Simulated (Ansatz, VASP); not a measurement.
# KSi2 in VASP and in Ansatz

Contents of INCAR:

```
PREC     = Accurate       # precision mode
ENCUT    = 520            # plane-wave cutoff, eV
EDIFF    = 1E-6           # SCF threshold, eV
ISMEAR   = 0              # smearing method
SIGMA    = 0.1            # smearing width, eV
LREAL    = F              # projectors in reciprocal space
LASPH    = T              # aspherical terms in the spheres
NELM     = 60             # most SCF steps
ALGO     = Normal         # electronic algorithm
ISIF     = 2              # what is computed and relaxed
LWAVE    = F              # write WAVECAR
LCHARG   = F              # write CHGCAR
GGA      = PE             # functional
NBANDS   = 26             # bands
```

File KPOINTS:

```
Automatic mesh
0
Gamma
  6 6 4
```

File POSCAR:

```
KSi2
1.0
   -1.9672952231     -3.4074552799      0.0000000000
    0.0000000000      2.2716368532     -5.9542809530
    5.9018856692     -3.4074552799      0.0000000000
K Si
2 4
Direct
    0.5067159177      0.0134318355      0.5022386392
    0.0067159177      0.0134318355      0.0022386392
    0.7179181666      0.4358363331      0.9059727222
    0.2179181666      0.4358363331      0.4059727222
    0.2753159157      0.5506318314      0.7584386386
    0.7753159157      0.5506318314      0.2584386386
```

Input for Ansatz:

```yaml
crystal:
  lattice:
    - [-1.9672952231, -3.4074552799, 0.0]
    - [0.0, 2.2716368532, -5.954280953]
    - [5.9018856692, -3.4074552799, 0.0]
  atoms:
    - { symbol: K, position: [0.5067159177, 0.0134318355, 0.5022386392] }
    - { symbol: K, position: [0.0067159177, 0.0134318355, 0.0022386392] }
    - { symbol: Si, position: [0.7179181666, 0.4358363331, 0.9059727222] }
    - { symbol: Si, position: [0.2179181666, 0.4358363331, 0.4059727222] }
    - { symbol: Si, position: [0.2753159157, 0.5506318314, 0.7584386386] }
    - { symbol: Si, position: [0.7753159157, 0.5506318314, 0.2584386386] }
basis:
  ecutwfc: 420
kpoints:
  mp_grid: { grid: [6, 6, 4] }
hamiltonian:
  xc: pbe
scf:
  occupations: { method: gaussian, width: 0.1 }
output:
  forces: true
  stress: true
  eigenvalues: true
```

Alike in both runs: task single point; functional PBE; k mesh 6 × 6 × 4; occupations gaussian, width 0.1 eV; no spin polarisation.

```csv
,VASP,Ansatz
version,VASP 6.6.1,Ansatz 0.2.0
potentials or method,"VASP PAW PBE potentials, release 64 (K_sv, Si), cutoff 520 eV","scalar-relativistic, plane waves, PAW"
valence electrons in the cell,34,34
```

Ansatz gave:

| Property | Result |
| --- | --- |
| gap on the k mesh at the Fermi level (eV) | none |
| pressure (GPa) | 0.0 |
| rms of the force components (eV/Å) | 0.022 |

Problem. Which values does VASP return?

Solution. gap on the k mesh at the Fermi level (eV): none; pressure (GPa): 0.0; rms of the force components (eV/Å): 0.021.

Atom by atom the forces differ by 0.004 eV/Å (rms over components). A gap of «none» marks a metal or a gap that the smearing closes.
